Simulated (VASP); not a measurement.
# HfW (P6/mmm) in VASP: relaxation of cell and atoms with PBE

Aim: the relaxation of cell and atoms of HfW with PBE.

All numbers are computed with VASP 6.6.1; they aren't measurements. Logs are shortened: lines on timing, memory, paths and dates and some standing lists are left out, and cuts for length are marked.

**1. The cell of the first run**

The structure is hexagonal, space group P6/mmm (No. 191). Conventional cell: a = 5.263 Å, b = 5.263 Å, c = 4.246 Å, α = 90.00°, β = 90.00°, γ = 120.00°. Within 3.4 Å of Hf (site symmetry mmm) lie 6 W at 2.61 to 2.63 Å and 4 Hf at 2.63 Å. W (site symmetry 6/mmm) has 6 Hf at 2.63 Å within 3.5 Å. Within 3.4 Å of W (site symmetry -6m2) lie 6 Hf at 2.61 Å and 3 W at 3.04 Å.

**2. Relaxation of cell and atoms, PBE**

INCAR

```
  ALGO = Normal
  EDIFF = 1E-6
  EDIFFG = -0.04
  ENCUT = 600
  GGA = PE
  IBRION = 2
  ISIF = 3
  ISMEAR = 0
  LASPH = T
  LCHARG = F
  LREAL = F
  LWAVE = F
  NELM = 100
  NSW = 90
  PREC = Accurate
  SIGMA = 0.1
```

KPOINTS

```
k-points
0
Gamma
  6 6 4
```

POSCAR

```
HfW
1.0
    5.2630305698      0.0000000000      0.0000000000
   -2.6315152849      4.5579181743      0.0000000000
    0.0000000000      0.0000000000      4.2463087552
Hf W
3 3
Direct
    0.5000000000      0.0000000000      0.0000000000
    0.5000000000      0.5000000000      0.0000000000
    0.0000000000      0.5000000000      0.0000000000
    0.0000000000      0.0000000000      0.0000000000
    0.3333333333      0.6666666667      0.5000000000
    0.6666666667      0.3333333333      0.5000000000
```

Potentials or basis: VASP PAW PBE potentials, release 64 (Hf_pv, W_sv).

Started as:

```
$ cat potpaw_PBE.64/Hf_pv/POTCAR potpaw_PBE.64/W_sv/POTCAR > POTCAR
$ mpirun -np 1 vasp_std > vasp.out
```

OUTCAR:

```text
EDIFF = 1E-6
   EDIFFG = -0.04
   ENCUT = 600
   GGA = PE
   IBRION = 2
   ISIF = 3
   ISMEAR = 0
   LASPH = T
   LREAL = F
   NELM = 100
   NSW = 90
   PREC = Accurate

 ion  position               nearest neighbor table
   1  0.500  0.000  0.000-   5 2.61   6 2.61   5 2.61   6 2.61   2 2.63   3 2.63   2 2.63   3 2.63
                             4 2.63   4 2.63
   2  0.500  0.500  0.000-   5 2.61   6 2.61   5 2.61   6 2.61   1 2.63   4 2.63   1 2.63   4 2.63
                             3 2.63   3 2.63
   3  0.000  0.500  0.000-   5 2.61   6 2.61   5 2.61   6 2.61   1 2.63   4 2.63   4 2.63   1 2.63
                             2 2.63   2 2.63
   4  0.000  0.000  0.000-   2 2.63   3 2.63   3 2.63   2 2.63   1 2.63   1 2.63
   5  0.333  0.667  0.500-   1 2.61   1 2.61   3 2.61   3 2.61   2 2.61   2 2.61   6 3.04   6 3.04
                             6 3.04
   6  0.667  0.333  0.500-   1 2.61   1 2.61   3 2.61   3 2.61   2 2.61   2 2.61   5 3.04   5 3.04
                             5 3.04

  LATTYP: Found a hexagonal cell.
 ALAT       =     5.2630305698
 C/A-ratio  =     0.8068181818

  Lattice vectors:

 A1 = (   5.2630305698,   0.0000000000,   0.0000000000)
 A2 = (  -2.6315152849,   4.5579181743,   0.0000000000)
 A3 = (   0.0000000000,   0.0000000000,   4.2463087552)

Analysis of symmetry for initial positions (statically):
=====================================================================
 Subroutine PRICEL returns:
 Original cell was already a primitive cell.

 Routine SETGRP: Setting up the symmetry group for a
 hexagonal supercell.

 Subroutine GETGRP returns: Found 24 space group operations
 (whereof 24 operations were pure point group operations)
 out of a pool of 24 trial point group operations.

The static configuration has the point symmetry D_6h.

Analysis of symmetry for dynamics (positions and initial velocities):
=====================================================================
 Subroutine PRICEL returns:
 Original cell was already a primitive cell.

 Routine SETGRP: Setting up the symmetry group for a
 hexagonal supercell.

 Subroutine GETGRP returns: Found 24 space group operations
 (whereof 24 operations were pure point group operations)
 out of a pool of 24 trial point group operations.

The dynamic configuration has the point symmetry D_6h.

 Subroutine INISYM returns: Found 24 space group operations
 (whereof 24 operations are pure point group operations),
 and found     1 'primitive' translations

----------------------------------------------------------------------------------------

                                     Primitive cell

  volume of cell :     101.8624

  direct lattice vectors                    reciprocal lattice vectors
     5.263030570  0.000000000  0.000000000     0.190004597  0.109699205  0.000000000
    -2.631515285  4.557918174  0.000000000     0.000000000  0.219398410  0.000000000
     0.000000000  0.000000000  4.246308755     0.000000000  0.000000000  0.235498655

  length of vectors
     5.263030570  5.263030570  4.246308755     0.219398410  0.219398410  0.235498655

  position of ions in fractional coordinates (direct lattice)
     0.500000000  0.000000000  0.000000000
     0.500000000  0.500000000  0.000000000
     0.000000000  0.500000000  0.000000000
     0.000000000  0.000000000  0.000000000
     0.333333333  0.666666667  0.500000000
     0.666666667  0.333333333  0.500000000

  ion indices of the primitive-cell ions
   primitive index   ion index
                 1           1
                 2           2
                 3           3
                 4           4
                 5           5
                 6           6

----------------------------------------------------------------------------------------

 KPOINTS: k-points

Automatic generation of k-mesh.
 Grid dimensions read from file:
 generate k-points for:    6    6    4

 Generating k-lattice:

  Cartesian coordinates                     Fractional coordinates (reciprocal lattice)
     0.031667433  0.018283201  0.000000000     0.166666667  0.000000000  0.000000000
     0.000000000  0.036566402  0.000000000     0.000000000  0.166666667  0.000000000
     0.000000000  0.000000000  0.058874664     0.000000000  0.000000000  0.250000000

  Length of vectors
     0.036566402  0.036566402  0.058874664

  Shift w.r.t. Gamma in fractional coordinates (k-lattice)
     0.000000000  0.000000000  0.000000000

 Subroutine IBZKPT returns following result:
 ===========================================

 Found     21 irreducible k-points:

 Following reciprocal coordinates:
            Coordinates               Weight
  0.000000  0.000000  0.000000      1.000000
  0.166667  0.000000  0.000000      6.000000
  0.333333  0.000000  0.000000      6.000000
  0.500000 -0.000000  0.000000      3.000000
  0.166667  0.166667  0.000000      6.000000
  0.333333  0.166667  0.000000     12.000000
[... 13 lines left out ...]
  0.333333  0.166667  0.500000     12.000000
  0.333333  0.333333  0.500000      2.000000
   k-points           NKPTS =     21   k-points in BZ     NKDIM =     21   number of bands    NBANDS=     43
   number of dos      NEDOS =    301   number of ions     NIONS =      6
   total plane-waves  NPLWV =  63504
   dimension x,y,z NGX =    42 NGY =   42 NGZ =   36
   dimension x,y,z NGXF=    84 NGYF=   84 NGZF=   72
   ions per type =               3   3
   NGX,Y,Z   is equivalent  to a cutoff of  13.27, 13.27, 14.09 a.u.
   NGXF,Y,Z  is equivalent  to a cutoff of  26.53, 26.53, 28.19 a.u.
 SYSTEM =  unknown system
   PREC   = accura    normal or accurate (medium, high low for compatibility)
   ISTART =      0    job   : 0-new  1-cont  2-samecut
   ICHARG =      2    charge: 1-file 2-atom 10-const
   ISPIN  =      1    spin polarized calculation?
   LNONCOLLINEAR =      F non collinear calculations
   LSORBIT =      F    spin-orbit coupling
   LASPH  =      T    aspherical Exc in radial PAW
   ENCUT  =  600.0 eV  44.10 Ry    6.64 a.u.  10.51 10.51  8.48*2*pi/ulx,y,z
   NELM   =    100;   NELMIN=  2; NELMDL= -5     # of ELM steps
   EDIFF  = 0.1E-05   stopping-criterion for ELM
   LREAL  =      F    real-space projection
   EDIFFG = -.4E-01   stopping-criterion for IOM
   NSW    =     90    number of steps for IOM
   IBRION =      2    ionic relax: 0-MD 1-quasi-New 2-CG
   NFREE  =      1    steps in history (QN), initial steepest desc. (CG)
   ISIF   =      3    stress and relaxation
   ISYM   =      2    0-nonsym 1-usesym 2-fastsym
   POTIM  = 0.5000    time-step for ionic-motion
   TEBEG  =    0.0;   TEEND  =   0.0 temperature during run
   PSTRESS=    0.0 pullay stress
   NELECT =      72.0000    total number of electrons
   NUPDOWN=      -1.0000    fix difference up-down
   EMIN   =  10.00;   EMAX   =-10.00  energy-range for DOS
   EFERMI =   0.00;   METHOD = LEGACY
   ISMEAR =     0;   SIGMA  =   0.10  broadening in eV -4-tet -1-fermi 0-gaus
   EFERMI_NEDOS =   21; number of points for ismear=-14 and -15
   IALGO  =     38    algorithm
   IMIX   =      4    mixing-type and parameters
     AMIX     =   0.40;   BMIX     =  1.00
     AMIX_MAG =   1.60;   BMIX_MAG =  1.00
  volume/ion in A,a.u.               =      16.98       114.57
  Fermi-wavevector in a.u.,A,eV,Ry     =   1.458303  2.755792 28.934784  2.126647
  Thomas-Fermi vector in A             =   2.575003
   LORBIT       =      0    0 simple, 1 ext, 2 COOP (PROOUT), +10 PAW based schemes
   GGA     = PE    functional components
   LHFCALC =     F    Hartree Fock is set to
   AEXX    =    0.0000 exact exchange contribution
   IVDW    =     0    specifies the selected vdW correction
   LEPSILON=     F    determine dielectric tensor
   LRPA    =     F    only Hartree local field effects (RPA)
 conjugate gradient relaxation of ions
 non-spin polarized calculation
 Gauss-broadening in eV      SIGMA  =   0.10
  energy-cutoff  :      600.00
  volume of cell :      101.86
 maximum number of plane-waves:      3423
   NGX = 21   NGY = 21   NGZ = 17

--------------------------------------- Ionic step        1  -------------------------------------------

 number of electron      71.9999992 magnetization

 Free energy of the ion-electron system (eV)
  ---------------------------------------------------
  ext. energy  EPLUGINS =         0.00000000
  ---------------------------------------------------
  free energy    TOTEN  =       -56.80994555 eV

  energy without entropy =      -56.79277369  energy(sigma->0) =      -56.80135962

------------------------ aborting loop because EDIFF is reached ----------------------------------------

  FORCE on cell =-STRESS in cart. coord.  units (eV):
  Direction    XX          YY          ZZ          XY          YZ          ZX
  --------------------------------------------------------------------------------------
  -------------------------------------------------------------------------------------
  Total       35.1167674     35.1167674     29.1890235      0.0000000      0.0000000     -0.0000000
  in kB      552.3458907    552.3458907    459.1093760      0.0000000      0.0000000     -0.0000000
  external PRESSURE =     521.2670525 kB  Pullay stress =       0.0000000 kB
[... 25 lines left out ...]
  energy  without entropy=      -56.7927736902  energy(sigma->0) =      -56.80135962

--------------------------------------- Ionic step        2  -------------------------------------------

 number of electron      72.0000004 magnetization

 E-fermi :   2.2541     XC(G=0):  -9.3564

 val. band max:        2.2499058713   @ k =   0.3333   0.3333   0.5000
 cond. band min:       2.2705394346   @ k =   0.3333   0.3333   0.5000
 fundamental gap:      0.0206335633
 Fermi energy:         2.2541008768

 k-point     1 :       0.0000    0.0000    0.0000
  band No.  band energies     occupation
      1     -72.1906      2.00000
      2     -71.8343      2.00000
      3     -71.8339      2.00000
      4     -36.5893      2.00000
      5     -36.1171      2.00000
      6     -36.1171      2.00000
[... 1152 lines left out ...]
  energy  without entropy=      -60.8039562093  energy(sigma->0) =      -60.82359925

--------------------------------------- Ionic step        7  -------------------------------------------

 number of electron      72.0000001 magnetization

 Free energy of the ion-electron system (eV)
  ---------------------------------------------------
  ext. energy  EPLUGINS =         0.00000000
  ---------------------------------------------------
  free energy    TOTEN  =       -60.84665607 eV

  energy without entropy =      -60.80827297  energy(sigma->0) =      -60.82746452

 E-fermi :   5.4605     XC(G=0): -11.3808

 val. band max:        5.4068342219   @ k =   0.0000   0.0000   0.5000
 cond. band min:       5.4612117444   @ k =   0.3333   0.0000   0.2500
 fundamental gap:      0.0543775225
 Fermi energy:         5.4605317796

 k-point     1 :       0.0000    0.0000    0.0000
  band No.  band energies     occupation
      1     -68.6077      2.00000
      2     -67.8808      2.00000
      3     -67.8761      2.00000
      4     -33.0662      2.00000
      5     -32.6255      2.00000
      6     -32.6255      2.00000
[... 988 lines left out ...]
  FREE ENERGIE OF THE ION-ELECTRON SYSTEM (eV)
  ---------------------------------------------------
  free  energy   TOTEN  =       -60.8466560658 eV

  energy  without entropy=      -60.8082729694  energy(sigma->0) =      -60.82746452

 reached required accuracy - stopping structural energy minimisation
```

It took 11 min on 1 thread of Intel Xeon Platinum 8488C (Sapphire Rapids), shared host; peak memory 0.31 GiB.

What came out:

```
Free energy                            : -60.8467 eV
Relaxed volume                         : 21.96 Å³/atom
Relaxed cell                           : a = 5.844 Å, b = 5.844 Å, c = 4.454 Å, α = 90.00°, β = 90.00°, γ = 120.00°
Space group after relaxing (to 0.05 Å) : P6/mmm (No. 191)
Energy gained by relaxing              : 672.8 meV/atom
Ionic steps                            : 7
Pressure after relaxing                : 0.1 GPa
Band gap on the k mesh                 : zero (band 36 reaches 5.86 eV, above the bottom of band 37 at 5.18 eV)
```

Step by step:
```
step  energy change (eV)  largest force (eV/Å)  pressure (GPa)  volume (Å³)
   1              0.0000                0.0000           52.13       101.86
   2              3.8201                0.0000          -22.90       206.82
   3             -3.9239                0.0000           -3.74       135.98
   4             -3.9671                0.0000           -1.11       132.92
   5             -3.9701                0.0000           -0.25       131.95
   6             -4.0333                0.0000            0.04       131.79
   7             -4.0367                0.0000            0.14       131.73
```

Final structure:
```
CELL_PARAMETERS angstrom
5.84362 0.00000 0.00000
-2.92181 5.06073 0.00000
0.00000 0.00000 4.45445
ATOMIC_POSITIONS crystal
Hf 0.50000 0.00000 0.00000
Hf 0.50000 0.50000 0.00000
Hf 0.00000 0.50000 0.00000
W 0.00000 0.00000 0.00000
W 0.33333 0.66667 0.50000
W 0.66667 0.33333 0.50000
```

Caveat: the k points lie up to 0.35 Å⁻¹ apart in the final cell; the volume moved by over 15 % at a fixed basis, so the end points are rough; spin-orbit coupling is left out, which moves the levels of the heavy elements.
